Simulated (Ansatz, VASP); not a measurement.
## TiO2: VASP beside Ansatz

File INCAR:

```
PREC = Accurate
ENCUT = 520
EDIFF = 1E-6
ISMEAR = -1
SIGMA = 0.02
LREAL = False
LASPH = True
NELM = 80
ALGO = Normal
ISIF = 2
LWAVE = False
LCHARG = True
GGA = PE
LELF = True
LVHAR = True
NBANDS = 33
```

The input KPOINTS:

```
regular mesh
0
Gamma
  10 10 10
```

Contents of POSCAR:

```
TiO2
1.0
   -1.8133428582      1.8133428582      4.6000468768
    1.8133428582     -1.8133428582      4.6000468768
    1.8133428582      1.8133428582     -4.6000468768
Ti O
2 4
Direct
    0.7500000000      0.2500000000      0.5000000000
    0.0000000000      0.0000000000      0.0000000000
    0.5384529549      0.0384529549      0.5000000000
    0.7884529549      0.7884529549      0.0000000000
    0.2115470451      0.2115470451      0.0000000000
    0.9615470451      0.4615470451      0.5000000000
```

Input for Ansatz:

```yaml
crystal:
  lattice:
    - [-1.8133428582, 1.8133428582, 4.6000468768]
    - [1.8133428582, -1.8133428582, 4.6000468768]
    - [1.8133428582, 1.8133428582, -4.6000468768]
  atoms:
    - { symbol: Ti, position: [0.75, 0.25, 0.5] }
    - { symbol: Ti, position: [0.0, 0.0, 0.0] }
    - { symbol: O, position: [0.5384529549, 0.0384529549, 0.5] }
    - { symbol: O, position: [0.7884529549, 0.7884529549, 0.0] }
    - { symbol: O, position: [0.2115470451, 0.2115470451, 0.0] }
    - { symbol: O, position: [0.9615470451, 0.4615470451, 0.5] }
kpoints:
  mp_grid: { grid: [10, 10, 10] }
  band_path:
    path:
      - [0.0, 0.0, 0.0]
      - [0.0, 0.0, 0.5]
      - [0.25, 0.25, 0.25]
      - [0.0, 0.5, 0.0]
      - [0.5, 0.5, -0.5]
      - [0.2888485976, 0.7111514024, -0.2888485976]
      - [-0.2888485976, 0.2888485976, 0.2888485976]
      - [-0.0776971953, 0.0776971953, 0.5]
      - [0.5, 0.5, -0.0776971953]
      - [0.3, 0.3, -0.3]
      - [0.0, 0.0, 0.447917]
    npoints: 1
hamiltonian:
  xc: pbe
scf:
  occupations: { method: fermi_dirac, width: 0.02 }
  n_extra_bands: 5
output:
  forces: true
  stress: true
  eigenvalues: true
  write_density: true
  write_potential: true
  elf: true
  volumetric_format: npy
```

Change from the starting cell: hydrostatic strain -4.0%.

Alike in both runs: task single point; functional PBE; k mesh 10 × 10 × 10; occupations fermi-dirac, width 0.02 eV; no spin polarisation.

```csv
,VASP,Ansatz
version,VASP 6.6.1,Ansatz 0.2.0
potentials or method,"VASP PAW PBE potentials, release 64 (Ti_sv, O)","plane waves, PAW"
plane-wave cutoff (eV),520,420
valence electrons in the cell,48,48
```

|  | VASP | Ansatz | Ansatz less VASP |
| --- | --- | --- | --- |
| gap on the k mesh at the Fermi level (eV) | 2.27 | 2.29 | +0.027 |
| pressure (GPa) | 38.5 | 37.6 | -0.87 |
| traceless stress, the component that is largest in VASP (GPa) | -7.20 | -7.14 | +0.053 |
| rms of the force components (eV/Å) | 0.052 | 0.042 | -0.0103 |

Atom by atom the forces differ by 0.010 eV/Å (rms over components). Both programs put the cell under a high pressure, so it lies far from rest at this level. The functional is the same, so the differences come from potentials, cutoffs and numerics.
